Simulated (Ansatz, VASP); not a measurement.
**C: VASP beside Ansatz**

Contents of INCAR:

```
ALGO = Normal
EDIFF = 1E-6
ENCUT = 520
ISIF = 2
ISMEAR = -1
LASPH = True
LCHARG = True
LELF = True
LREAL = False
LVHAR = True
LWAVE = False
NBANDS = 11
NELM = 60
PREC = Accurate
SIGMA = 0.03
```

KPOINTS

```
k-points
0
Gamma
  14 14 14
```

Contents of POSCAR:

```
C
1.0
    0.0000000000      1.7803725545      1.7803725545
    1.7803725545      0.0000000000      1.7803725545
    1.7803725545      1.7803725545      0.0000000000
C
2
Direct
    0.0000000000      0.0000000000      0.0000000000
    0.2500000000      0.2500000000      0.2500000000
```

Input for Ansatz:

```yaml
crystal:
  lattice:
    - [0.0, 1.7803725545, 1.7803725545]
    - [1.7803725545, 0.0, 1.7803725545]
    - [1.7803725545, 1.7803725545, 0.0]
  atoms:
    - { symbol: C, position: [0.0, 0.0, 0.0] }
    - { symbol: C, position: [0.25, 0.25, 0.25] }
kpoints:
  mp_grid: { grid: [14, 14, 14] }
  band_path:
    path:
      - [0.0, 0.0, 0.0]
      - [0.5, 0.0, 0.5]
      - [0.625, 0.25, 0.625]
      - [0.375, 0.375, 0.75]
      - [0.0, 0.0, 0.0]
      - [0.5, 0.5, 0.5]
      - [0.5, 0.25, 0.75]
      - [0.5, 0.0, 0.5]
    npoints: 5
scf:
  occupations: { method: fermi_dirac, width: 0.03 }
hamiltonian:
  xc: lda
  pseudopotentials: { kind: all_electron, lapw: { basis_error: 0.0005 } }
output:
  forces: true
  stress: true
  eigenvalues: true
```

Alike in both runs: task single point; functional LDA; k mesh 14 × 14 × 14; occupations fermi-dirac, width 0.03 eV; no spin polarisation.

```csv
,VASP,Ansatz
version,VASP 6.6.1,Ansatz 0.2.0
potentials or method,"VASP PAW LDA potentials, release 64 (C), cutoff 520 eV","all-electron LAPW, scalar-relativistic"
```

|  | VASP | Ansatz | Ansatz less VASP |
| --- | --- | --- | --- |
| gap on the k mesh at the Fermi level (eV) | 4.11 | 4.12 | +0.006 |
| pressure (GPa) | -9.5 | -10.8 | -1.37 |

LDA's correlation is that of Perdew and Zunger in VASP and of Perdew and Wang (1992) in Ansatz. Ansatz ran all-electron here, and VASP with PAW potentials.
